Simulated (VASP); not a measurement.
# Ca in VASP: notebook, part 2 of 2

VASP 6.6.1. The steps go on from the part before.

## Step 4: Single point, PBE

This run uses another cell than the first one, of 41.90 Å³/atom, 0.960 times its volume.

INCAR

```
ALGO     = Fast           # electronic algorithm
EDIFF    = 1E-7           # SCF threshold, eV
ENCUT    = 520            # plane-wave cutoff, eV
GGA      = PE             # functional
ISIF     = 2              # what is computed and relaxed
ISMEAR   = -1             # smearing method
LASPH    = T              # aspherical terms in the spheres
LCHARG   = T              # write CHGCAR
LELF     = T              # ELF
LREAL    = F              # projectors in reciprocal space
LVHAR    = T            
LWAVE    = F              # write WAVECAR
NBANDS   = 11             # bands
NELM     = 80             # most SCF steps
PREC     = Accurate       # precision mode
SIGMA    = 0.05           # smearing width, eV
```

KPOINTS

```
k-points
0
Gamma
  7 7 7
```

POSCAR

```
Ca
1.0
    0.0000000000      2.7383160000      2.7942000000
    2.7383160000      0.0000000000      2.7942000000
    2.7383160000      2.7383160000      0.0000000000
Ca
1
Direct
    0.0000000000      0.0000000000      0.0000000000
```

Potentials or basis: VASP PAW PBE potentials, release 64 (Ca_sv).

Run with:

```bash
$ cat potpaw_PBE.64/Ca_sv/POTCAR > POTCAR
$ mpirun -np 1 vasp_std > vasp.out
```

OUTCAR:

```text
EDIFF = 1E-7
   ENCUT = 520
   GGA = PE
   ISIF = 2
   ISMEAR = -1
   LASPH = T
   LREAL = F
   NELM = 80
   PREC = Accurate

 ion  position               nearest neighbor table
   1  0.000  0.000  0.000-

  LATTYP: Found a body centered tetragonal cell.
 ALAT       =     3.8725636253
 C/A-ratio  =     1.4430750636

  Lattice vectors:

 A1 = (  -2.7383160000,   0.0000000000,   2.7942000000)
 A2 = (   2.7383160000,   0.0000000000,   2.7942000000)
 A3 = (   0.0000000000,   2.7383160000,  -2.7942000000)

Analysis of symmetry for initial positions (statically):
=====================================================================
 Subroutine PRICEL returns:
 Original cell was already a primitive cell.

 Routine SETGRP: Setting up the symmetry group for a
 body centered tetragonal supercell.

 Subroutine GETGRP returns: Found 16 space group operations
 (whereof 16 operations were pure point group operations)
 out of a pool of 16 trial point group operations.

The static configuration has the point symmetry D_4h.

Analysis of symmetry for dynamics (positions and initial velocities):
=====================================================================
 Subroutine PRICEL returns:
 Original cell was already a primitive cell.

 Routine SETGRP: Setting up the symmetry group for a
 body centered tetragonal supercell.

 Subroutine GETGRP returns: Found 16 space group operations
 (whereof 16 operations were pure point group operations)
 out of a pool of 16 trial point group operations.

The dynamic configuration has the point symmetry D_4h.

 Subroutine INISYM returns: Found 16 space group operations
 (whereof 16 operations are pure point group operations),
 and found     1 'primitive' translations

----------------------------------------------------------------------------------------

                                     Primitive cell

  volume of cell :      41.9039
[... 107 lines left out ...]
     AMIX_MAG =   1.60;   BMIX_MAG =  1.00
  volume/ion in A,a.u.               =      41.90       282.78
  Fermi-wavevector in a.u.,A,eV,Ry     =   1.015446  1.918914 14.029370  1.031130
  Thomas-Fermi vector in A             =   2.148732
   LORBIT       =      0    0 simple, 1 ext, 2 COOP (PROOUT), +10 PAW based schemes
   GGA     = PE    functional components
   LHFCALC =     F    Hartree Fock is set to
   AEXX    =    0.0000 exact exchange contribution
   IVDW    =     0    specifies the selected vdW correction
   LEPSILON=     F    determine dielectric tensor
   LRPA    =     F    only Hartree local field effects (RPA)
 non-spin polarized calculation
 RMM-DIIS sequential band-by-band and
  energy-cutoff  :      520.00
  volume of cell :       41.90
 maximum number of plane-waves:      1142
 NGX is ok and might be reduce to    30
   NGX = 15   NGY = 15   NGZ = 15

 number of electron      10.0000000 magnetization

 Free energy of the ion-electron system (eV)
  ---------------------------------------------------
  ext. energy  EPLUGINS =         0.00000000
  ---------------------------------------------------
  free energy    TOTEN  =        -1.93938611 eV

  energy without entropy =       -1.92914446  energy(sigma->0) =       -1.93426529

 E-fermi :   2.0036     XC(G=0):  -7.7589

 val. band max:        1.9469211260   @ k =  -0.4286  -0.0000   0.1429
 cond. band min:       2.0675974308   @ k =  -0.2857   0.4286   0.2857
 fundamental gap:      0.1206763048
 Fermi energy:         2.0036476636

 k-point     1 :       0.0000    0.0000    0.0000
  band No.  band energies     occupation
      1     -40.0258      2.00000
      2     -20.9429      2.00000
      3     -20.9402      2.00000
      4     -20.9402      2.00000
      5      -2.0511      2.00000
      6       4.2683      0.00000
      7       4.3594      0.00000
      8       4.3594      0.00000
      9       5.3425      0.00000
     10       5.4637      0.00000
     11      11.1409      0.00000
[... 309 lines left out ...]
 k-point    24 :      -0.4286    0.2857    0.1429
  band No.  band energies     occupation
      1     -40.0097      2.00000
      2     -21.0544      2.00000
      3     -21.0026      2.00000
      4     -20.9738      2.00000
      5       1.2485      2.00000
      6       2.4418      0.00031
      7       3.3176      0.00000
      8       4.7649      0.00000
      9       5.8062      0.00000
     10       6.4559      0.00000
     11       7.3419      0.00000

 [... further k-points ...]
[... 5 lines left out ...]
  --------------------------------------------------------------------------------------
  -------------------------------------------------------------------------------------
  Total        0.0656033      0.0656033      0.0023237      0.0000000     -0.0000000      0.0000000
  in kB        2.5083108      2.5083108      0.0888445      0.0000000     -0.0000000      0.0000000
  external PRESSURE =       1.7018220 kB  Pullay stress =       0.0000000 kB

 VOLUME and BASIS-vectors are now :
 -----------------------------------------------------------------------------
  energy-cutoff  :      520.00
  volume of cell :       41.90
      direct lattice vectors                 reciprocal lattice vectors
     0.000000000  2.738316000  2.794200000    -0.182593974  0.182593974  0.178942094
     2.738316000  0.000000000  2.794200000     0.182593974 -0.182593974  0.178942094
     2.738316000  2.738316000  0.000000000     0.182593974  0.182593974 -0.178942094

 POSITION                                       TOTAL-FORCE (eV/Angst)
 -----------------------------------------------------------------------------------
      0.00000      0.00000      0.00000         0.000000     -0.000000     -0.000000
 -----------------------------------------------------------------------------------
    total drift:                               -0.000000     -0.000000      0.000000

  FREE ENERGIE OF THE ION-ELECTRON SYSTEM (eV)
  ---------------------------------------------------
  free  energy   TOTEN  =        -1.9393861142 eV

  energy  without entropy=       -1.9291444641  energy(sigma->0) =       -1.93426529
```

OSZICAR:

```text
N       E                     dE             d eps       ncg     rms          rms(c)
DAV:   1     0.651899999750E+02    0.65190E+02   -0.49116E+03   880   0.807E+02
DAV:   2    -0.429178572889E+00   -0.65619E+02   -0.64920E+02   964   0.208E+02
DAV:   3    -0.188132130167E+01   -0.14521E+01   -0.14393E+01  1260   0.308E+01
DAV:   4    -0.194865162573E+01   -0.67330E-01   -0.67162E-01  1160   0.541E+00
DAV:   5    -0.194986318631E+01   -0.12116E-02   -0.12114E-02  1228   0.619E-01    0.219E+00
RMM:   6    -0.194203831177E+01    0.78249E-02   -0.87125E-03   928   0.105E+00    0.136E+00
RMM:   7    -0.193955084300E+01    0.24875E-02   -0.20044E-02  1065   0.180E+00    0.113E-01
RMM:   8    -0.193923982556E+01    0.31102E-03   -0.48604E-03  1039   0.816E-01    0.291E-02
RMM:   9    -0.193934709912E+01   -0.10727E-03   -0.12887E-03  1224   0.388E-01    0.266E-02
RMM:  10    -0.193937832511E+01   -0.31226E-04   -0.21765E-04  1322   0.142E-01    0.125E-02
RMM:  11    -0.193938466284E+01   -0.63377E-05   -0.65179E-05  1358   0.588E-02    0.148E-02
RMM:  12    -0.193938727683E+01   -0.26140E-05   -0.99429E-06  1233   0.330E-02    0.111E-02
RMM:  13    -0.193938553935E+01    0.17375E-05   -0.57010E-06  1322   0.155E-02    0.162E-03
RMM:  14    -0.193938590960E+01   -0.37025E-06   -0.11995E-06  1239   0.685E-03    0.555E-04
RMM:  15    -0.193938623906E+01   -0.32947E-06   -0.38543E-07  1057   0.329E-03    0.139E-03
RMM:  16    -0.193938607075E+01    0.16832E-06   -0.22197E-07   912   0.286E-03    0.555E-04
RMM:  17    -0.193938611419E+01   -0.43442E-07   -0.53209E-08   803   0.162E-03
   1 F= -.19393861E+01 E0= -.19342653E+01  d E =-.102417E-01
```

It took 28 s on 1 thread of Intel Xeon 6975P-C, shared host; peak memory 0.17 GiB.

What came out:

```
Free energy            : -1.9394 eV
Pressure               : 0.2 GPa
Band gap on the k mesh : zero (band 5 reaches 2.10 eV, above the bottom of band 6 at 1.92 eV)
```

Levels at points of the mesh, in eV from the Fermi level:
| k point | band 3 | band 4 | band 5 | band 6 | band 7 | band 8 |
| --- | --- | --- | --- | --- | --- | --- |
| (0.00, 0.00, 0.00) | -22.94 | -22.94 | -4.05 | 2.26 | 2.36 | 2.36 |

## Step 5: Summary

| cell | gap on the mesh (eV) | pressure (GPa) |
| --- | --- | --- |
| a = 3.952 Å, angles 60.0°, 1 atom | none | -0.5 |
| a = 3.873, b = 3.873, c = 3.794 Å, angles 60.7, 60.7, 58.6°, 1 atom | none | 1.0 |
| a = 3.912, b = 3.912, c = 3.873 Å, angles 60.3, 60.3, 59.3°, 1 atom | none | 0.2 |

Alike in all rows: task single point; level PBE; potentials or basis VASP PAW PBE potentials, release 64 (Ca_sv); no spin polarisation; k mesh 7 × 7 × 7; cutoff (eV) 520; smearing fermi-dirac 0.05 eV.

Total energies depend on the potentials used, so only differences within one code and one set of settings carry meaning.
